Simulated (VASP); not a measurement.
Wanted: the native input for a VASP 6.6.1 run.

```
Task                   : single point
Functional             : LDA
Potentials or basis    : VASP PAW LDA potentials, release 64 (Al, Cu)
Cutoff                 : 520 eV
k mesh                 : 10 × 10 × 14
Occupations            : gaussian, width 0.15 eV
Spin                   : no spin polarisation
Dipole correction      : no
Further INCAR settings : ALGO = Normal; EDIFF = 1e-06; NBANDS = 16
```

The structure of Al2Cu lies in POSCAR:

```
Al2Cu
1.0
    4.0422638858      0.0000000000      0.0000000000
    0.0000000000      4.0422638858      0.0000000000
    0.0000000000      0.0000000000      2.7461000000
Al Cu
2 1
Direct
    0.5000000000      0.0000000000      0.5000000000
    0.0000000000      0.5000000000      0.5000000000
    0.0000000000      0.0000000000      0.0000000000
```

The input as run:

INCAR

```
SYSTEM = Al2Cu
PREC = Accurate
ENCUT = 520
EDIFF = 1E-6
ISMEAR = 0
SIGMA = 0.15
LREAL = .FALSE.
LASPH = .TRUE.
NELM = 80
ALGO = Normal
ISIF = 2
LWAVE = .FALSE.
LCHARG = .FALSE.
GGA = CA
NBANDS = 16
```

KPOINTS

```
regular mesh
0
G
  10 10 14
  0 0 0
```

Potentials or basis: VASP PAW LDA potentials, release 64 (Al, Cu).

The run is started by

```console
$ cat potpaw_LDA.64/Al/POTCAR potpaw_LDA.64/Cu/POTCAR > POTCAR
$ mpirun -np 1 vasp_std > vasp.out
```

It gave:

```json
{
  "Pressure": "3.5 GPa"
}
```

It took 48 s on 1 thread of Intel(R) Xeon(R) 6975P-C (Granite Rapids), on a shared host, peak memory 0.22 GiB.
